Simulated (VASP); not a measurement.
**Cd: single point with PBE**

Cd:

```
Cd
1.0
     2.29616    0.00000    0.00000
     0.00000    2.29616    0.00000
     0.00000    0.00000    2.29616
Cd
1
Direct
  0.00000 0.00000 0.00000
```

This isn't the form of Cd at room conditions, which is hcp.

```
Program             : VASP 6.6.1
Task                : single point
Functional          : PBE
Potentials or basis : VASP PAW PBE potentials, release 64 (Cd)
Cutoff              : 520 eV
k mesh              : 14 × 14 × 14
Occupations         : fermi-dirac, width 0.08 eV
Spin                : no spin polarisation
```

```json
{
  "Pressure": "229.4 GPa",
  "Band gap on the k mesh": "zero (bands 6 and 7 overlap by 8.60 eV)"
}
```

Levels at points of the mesh, in eV from the Fermi level:
```tsv
k point	band 4	band 5	band 6	band 7	band 8	band 9
(0.00, 0.00, 0.00)	-9.69	-9.69	-9.69	14.66	14.66	14.66
(0.50, 0.00, 0.00)	-11.65	-9.51	-6.77	-1.55	17.18	21.35
(0.50, 0.50, 0.00)	-11.30	-8.19	0.07	0.07	7.68	8.29
(0.50, 0.50, 0.50)	-8.06	-8.06	7.00	7.82	7.82	7.82
```

Run time: 9.7 s on 1 thread of AMD EPYC 7R13 Processor (Zen 3), on a shared host, peak memory 0.1 GiB.

Caveat: the cell stands under pressure.
